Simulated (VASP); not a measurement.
# NbC2 (Pn-3m) in VASP: single point with PBE

Aim: the single point of NbC2 with PBE.

Everything below comes from runs of VASP 6.6.1. Logs are shortened: lines on timing, memory, paths and dates and some standing lists are left out, and cuts for length are marked.

## (1) The cell of the first run

It takes space group Pn-3m (No. 224, cubic). The conventional cell has a = 4.668 Å, b = 4.668 Å, c = 4.668 Å, α = 90.00°, β = 90.00°, γ = 90.00°. Nb (site symmetry -43m) has 4 C at 2.02 Å within 2.7 Å. C (site symmetry -3m) has 2 Nb at 2.02 Å within 2.7 Å.

## (2) Single point, PBE

Contents of POSCAR:

```
NbC2
1.0
    4.6683757876      0.0000000000      0.0000000000
    0.0000000000      4.6683757876      0.0000000000
    0.0000000000      0.0000000000      4.6683757876
Nb C
2 4
Direct
    0.0000000000      0.0000000000      0.0000000000
    0.5000000000      0.5000000000      0.5000000000
    0.7500000000      0.7500000000      0.7500000000
    0.2500000000      0.2500000000      0.7500000000
    0.2500000000      0.7500000000      0.2500000000
    0.7500000000      0.2500000000      0.2500000000
```

Contents of INCAR.step1:

```
PREC = Accurate
ENCUT = 520
EDIFF = 1E-7
ISMEAR = 0
SIGMA = 0.1
LREAL = False
LASPH = True
NELM = 80
ALGO = Normal
ISIF = 2
LWAVE = False
LCHARG = True
LMAXMIX = 4
GGA = PE
NBANDS = 30
```

Contents of KPOINTS.step1:

```
Automatic mesh
0
Gamma
  8 8 8
```

Contents of INCAR.step2:

```
PREC = Accurate
ENCUT = 520
EDIFF = 1E-7
ISMEAR = -5
SIGMA = 0.1
LREAL = False
LASPH = True
NELM = 80
ALGO = Normal
ISIF = 2
LWAVE = False
LCHARG = False
LMAXMIX = 4
GGA = PE
LORBIT = 11
NEDOS = 1001
ICHARG = 11
```

Contents of KPOINTS.step2:

```
Automatic mesh
0
Gamma
  12 12 12
```

Potentials or basis: VASP PAW PBE potentials, release 64 (Nb_sv, C).

On the command line:

```console
$ cat potpaw_PBE.64/Nb_sv/POTCAR potpaw_PBE.64/C/POTCAR > POTCAR
$ cp INCAR.step1 INCAR
$ cp KPOINTS.step1 KPOINTS
$ mpirun -np 1 vasp_std > vasp.out
$ cp INCAR.step2 INCAR
$ cp KPOINTS.step2 KPOINTS
$ mpirun -np 1 vasp_std > vasp.out
```

OUTCAR:

```text
PREC = Accurate
   ENCUT = 520
   EDIFF = 1E-7
   ISMEAR = -5
   LREAL = False
   LASPH = True
   NELM = 80
   ISIF = 2
   GGA = PE
   LORBIT = 11
   ICHARG = 11

 ion  position               nearest neighbor table
   1  0.000  0.000  0.000-   3 2.02   4 2.02   5 2.02   6 2.02
   2  0.500  0.500  0.500-   3 2.02   4 2.02   5 2.02   6 2.02
   3  0.750  0.750  0.750-   1 2.02   2 2.02
   4  0.250  0.250  0.750-   1 2.02   2 2.02
   5  0.250  0.750  0.250-   1 2.02   2 2.02
   6  0.750  0.250  0.250-   1 2.02   2 2.02

  LATTYP: Found a simple cubic cell.
 ALAT       =     4.6683757876

  Lattice vectors:

 A1 = (   4.6683757876,   0.0000000000,   0.0000000000)
 A2 = (   0.0000000000,   4.6683757876,   0.0000000000)
 A3 = (   0.0000000000,   0.0000000000,   4.6683757876)

Analysis of symmetry for initial positions (statically):
=====================================================================
 Subroutine PRICEL returns:
 Original cell was already a primitive cell.

 Routine SETGRP: Setting up the symmetry group for a
 simple cubic supercell.

 Subroutine GETGRP returns: Found 48 space group operations
 (whereof 24 operations were pure point group operations)
 out of a pool of 48 trial point group operations.

The static configuration has the point symmetry T_d .
 The point group associated with its full space group is O_h .

Analysis of symmetry for dynamics (positions and initial velocities):
=====================================================================
 Subroutine PRICEL returns:
 Original cell was already a primitive cell.

 Routine SETGRP: Setting up the symmetry group for a
 simple cubic supercell.

 Subroutine GETGRP returns: Found 48 space group operations
 (whereof 24 operations were pure point group operations)
 out of a pool of 48 trial point group operations.

The dynamic configuration has the point symmetry T_d .
 The point group associated with its full space group is O_h .

 Subroutine INISYM returns: Found 48 space group operations
 (whereof 24 operations are pure point group operations),
 and found     1 'primitive' translations

----------------------------------------------------------------------------------------

                                     Primitive cell

  volume of cell :     101.7413

  direct lattice vectors                    reciprocal lattice vectors
     4.668375788  0.000000000  0.000000000     0.214207263  0.000000000  0.000000000
     0.000000000  4.668375788  0.000000000     0.000000000  0.214207263  0.000000000
     0.000000000  0.000000000  4.668375788     0.000000000  0.000000000  0.214207263

  length of vectors
     4.668375788  4.668375788  4.668375788     0.214207263  0.214207263  0.214207263

  position of ions in fractional coordinates (direct lattice)
     0.000000000  0.000000000  0.000000000
     0.500000000  0.500000000  0.500000000
     0.750000000  0.750000000  0.750000000
     0.250000000  0.250000000  0.750000000
     0.250000000  0.750000000  0.250000000
     0.750000000  0.250000000  0.250000000

  ion indices of the primitive-cell ions
   primitive index   ion index
                 1           1
                 2           2
                 3           3
                 4           4
                 5           5
                 6           6

----------------------------------------------------------------------------------------

 KPOINTS: Automatic mesh

Automatic generation of k-mesh.
 Grid dimensions read from file:
 generate k-points for:   12   12   12

 Generating k-lattice:

  Cartesian coordinates                     Fractional coordinates (reciprocal lattice)
     0.017850605  0.000000000  0.000000000     0.083333333  0.000000000  0.000000000
     0.000000000  0.017850605  0.000000000     0.000000000  0.083333333  0.000000000
     0.000000000  0.000000000  0.017850605     0.000000000  0.000000000  0.083333333

  Length of vectors
     0.017850605  0.017850605  0.017850605

  Shift w.r.t. Gamma in fractional coordinates (k-lattice)
     0.000000000  0.000000000  0.000000000

 TETIRR: Found    854 inequivalent tetrahedra from    10368

 Subroutine IBZKPT returns following result:
 ===========================================

 Found     84 irreducible k-points:

 Following reciprocal coordinates:
            Coordinates               Weight
  0.000000  0.000000  0.000000      1.000000
  0.083333  0.000000  0.000000      6.000000
  0.166667  0.000000  0.000000      6.000000
  0.250000  0.000000  0.000000      6.000000
  0.333333  0.000000  0.000000      6.000000
  0.416667  0.000000  0.000000      6.000000
[... 16 lines left out ...]
  0.333333  0.333333  0.000000     12.000000
  0.416667  0.333333  0.000000     24.000000
 [... further k-points ...]
   k-points           NKPTS =     84   k-points in BZ     NKDIM =     84   number of bands    NBANDS=     25
   number of dos      NEDOS =   1001   number of ions     NIONS =      6
   total plane-waves  NPLWV =  46656
   dimension x,y,z NGX =    36 NGY =   36 NGZ =   36
   dimension x,y,z NGXF=    72 NGYF=   72 NGZF=   72
   ions per type =               2   4
   NGX,Y,Z   is equivalent  to a cutoff of  12.82, 12.82, 12.82 a.u.
   NGXF,Y,Z  is equivalent  to a cutoff of  25.64, 25.64, 25.64 a.u.
 SYSTEM =  unknown system
   PREC   = accura    normal or accurate (medium, high low for compatibility)
   ISTART =      0    job   : 0-new  1-cont  2-samecut
   ICHARG =     11    charge: 1-file 2-atom 10-const
   ISPIN  =      1    spin polarized calculation?
   LNONCOLLINEAR =      F non collinear calculations
   LSORBIT =      F    spin-orbit coupling
   LASPH  =      T    aspherical Exc in radial PAW
   ENCUT  =  520.0 eV  38.22 Ry    6.18 a.u.   8.68  8.68  8.68*2*pi/ulx,y,z
   NELM   =     80;   NELMIN=  2; NELMDL=  0     # of ELM steps
   EDIFF  = 0.1E-06   stopping-criterion for ELM
   LREAL  =      F    real-space projection
   EDIFFG = 0.1E-05   stopping-criterion for IOM
   NSW    =      0    number of steps for IOM
   IBRION =     -1    ionic relax: 0-MD 1-quasi-New 2-CG
   NFREE  =      0    steps in history (QN), initial steepest desc. (CG)
   ISIF   =      2    stress and relaxation
   ISYM   =      2    0-nonsym 1-usesym 2-fastsym
   POTIM  = 0.5000    time-step for ionic-motion
   TEBEG  =    0.0;   TEEND  =   0.0 temperature during run
   PSTRESS=    0.0 pullay stress
   NELECT =      42.0000    total number of electrons
   NUPDOWN=      -1.0000    fix difference up-down
   EMIN   =  10.00;   EMAX   =-10.00  energy-range for DOS
   EFERMI =   0.00;   METHOD = LEGACY
   ISMEAR =    -5;   SIGMA  =   0.10  broadening in eV -4-tet -1-fermi 0-gaus
   EFERMI_NEDOS =   21; number of points for ismear=-14 and -15
   IALGO  =     38    algorithm
   IMIX   =      4    mixing-type and parameters
     AMIX     =   0.40;   BMIX     =  1.00
     AMIX_MAG =   1.60;   BMIX_MAG =  1.00
  volume/ion in A,a.u.               =      16.96       114.43
  Fermi-wavevector in a.u.,A,eV,Ry     =   1.218967  2.303515 20.216648  1.485882
  Thomas-Fermi vector in A             =   2.354236
   LORBIT       =     11    0 simple, 1 ext, 2 COOP (PROOUT), +10 PAW based schemes
   GGA     = PE    functional components
   LHFCALC =     F    Hartree Fock is set to
   AEXX    =    0.0000 exact exchange contribution
   IVDW    =     0    specifies the selected vdW correction
   LEPSILON=     F    determine dielectric tensor
   LRPA    =     F    only Hartree local field effects (RPA)
 non-spin polarized calculation
 Fermi weights with tetrahedron method with Bloechl corrections
  energy-cutoff  :      520.00
  volume of cell :      101.74
 maximum number of plane-waves:      2800
 NGX is ok and might be reduce to    36

 number of electron      41.9999999 magnetization

 Free energy of the ion-electron system (eV)
  ---------------------------------------------------
  ext. energy  EPLUGINS =         0.00000000
  ---------------------------------------------------
  free energy    TOTEN  =       -46.16178376 eV

  energy without entropy =      -46.16178376  energy(sigma->0) =      -46.16178376

 E-fermi :   3.7703     XC(G=0):  -9.8037

 val. band max:        3.7905095371   @ k =   0.5000   0.1667   0.0000
 cond. band min:       3.7707763210   @ k =   0.5000   0.4167   0.1667
 fundamental gap:     -0.0197332161
 Fermi energy:         3.7702747800

 k-point     1 :       0.0000    0.0000    0.0000
  band No.  band energies     occupation
      1     -50.2998      2.00000
      2     -50.2970      2.00000
      3     -26.5203      2.00000
      4     -26.5203      2.00000
      5     -26.5203      2.00000
      6     -26.4870      2.00000
[... 17 lines left out ...]
     24       5.1874      0.00000
     25       5.2697      0.00000

 k-point     2 :       0.0833    0.0000    0.0000
  band No.  band energies     occupation
      1     -50.2998      2.00000
      2     -50.2970      2.00000
      3     -26.5201      2.00000
      4     -26.5198      2.00000
      5     -26.5198      2.00000
      6     -26.4879      2.00000
[... 17 lines left out ...]
     24       5.1557      0.00000
     25       5.4922      0.00000
[... 586 lines left out ...]
     24       4.3172      0.00000
     25       6.2843      0.00000

 k-point    24 :       0.4167    0.3333    0.0000
  band No.  band energies     occupation
      1     -50.2984      2.00000
      2     -50.2980      2.00000
      3     -26.5302      2.00000
      4     -26.5263      2.00000
      5     -26.5046      2.00000
      6     -26.5014      2.00000
[... 17 lines left out ...]
     24       4.1928      0.00000
     25       6.4900      0.00000

 [... further k-points ...]

------------------------ aborting loop because EDIFF is reached ----------------------------------------

  FORCE on cell =-STRESS in cart. coord.  units (eV):
  Direction    XX          YY          ZZ          XY          YZ          ZX
  --------------------------------------------------------------------------------------
  -------------------------------------------------------------------------------------
  Total       -0.2341289     -0.2341289     -0.2341289     -0.0000000     -0.0000000      0.0000000
  in kB       -3.6869584     -3.6869584     -3.6869584     -0.0000000     -0.0000000      0.0000000
  external PRESSURE =      -3.6869584 kB  Pullay stress =       0.0000000 kB

 VOLUME and BASIS-vectors are now :
 -----------------------------------------------------------------------------
  energy-cutoff  :      520.00
  volume of cell :      101.74
      direct lattice vectors                 reciprocal lattice vectors
     4.668375788  0.000000000  0.000000000     0.214207263  0.000000000  0.000000000
     0.000000000  4.668375788  0.000000000     0.000000000  0.214207263  0.000000000
     0.000000000  0.000000000  4.668375788     0.000000000  0.000000000  0.214207263

 POSITION                                       TOTAL-FORCE (eV/Angst)
 -----------------------------------------------------------------------------------
      0.00000      0.00000      0.00000         0.000000     -0.000000      0.000000
      2.33419      2.33419      2.33419        -0.000000      0.000000     -0.000000
      3.50128      3.50128      3.50128        -0.000000      0.000000      0.000000
      1.16709      1.16709      3.50128         0.000000     -0.000000     -0.000000
      1.16709      3.50128      1.16709         0.000000     -0.000000     -0.000000
      3.50128      1.16709      1.16709        -0.000000      0.000000      0.000000
 -----------------------------------------------------------------------------------
    total drift:                                0.000000      0.000000      0.000000

  FREE ENERGIE OF THE ION-ELECTRON SYSTEM (eV)
  ---------------------------------------------------
  free  energy   TOTEN  =       -46.1617837560 eV

  energy  without entropy=      -46.1617837560  energy(sigma->0) =      -46.16178376

 total charge

# of ion       s       p       d       tot
------------------------------------------
    1        2.254   6.030   2.595  10.879
    2        2.254   6.030   2.595  10.879
    3        0.973   1.307   0.000   2.281
    4        0.973   1.307   0.000   2.281
    5        0.973   1.307   0.000   2.281
    6        0.973   1.307   0.000   2.281
--------------------------------------------------
tot          8.401  17.291   5.189  30.881
```

It took 3.6 min on 1 thread of AMD EPYC 7R43 (Zen 3), shared host; peak memory 0.28 GiB.

Results:

| Item | Value |
| --- | --- |
| Valence electrons inside the program's atomic spheres | Nb 10.88; C 2.28 |

Levels at points of the mesh, in eV from the Fermi level:
```
           k point  band 17  band 18  band 19  band 20  band 21  band 22  band 23  band 24  band 25
(0.00, 0.00, 0.00)    -2.49    -1.99     0.47     0.47     0.47     1.41     1.41     1.42     1.50
(0.50, 0.00, 0.00)    -2.45    -2.45    -1.46    -1.46     0.36     0.36     0.67     0.67     2.84
(0.50, 0.50, 0.00)    -2.23    -2.23    -1.83    -1.83    -0.54    -0.54     0.30     0.30     2.79
(0.50, 0.50, 0.50)    -1.42    -1.42    -1.42    -1.16    -1.16     1.47     1.47     1.55     1.57
```
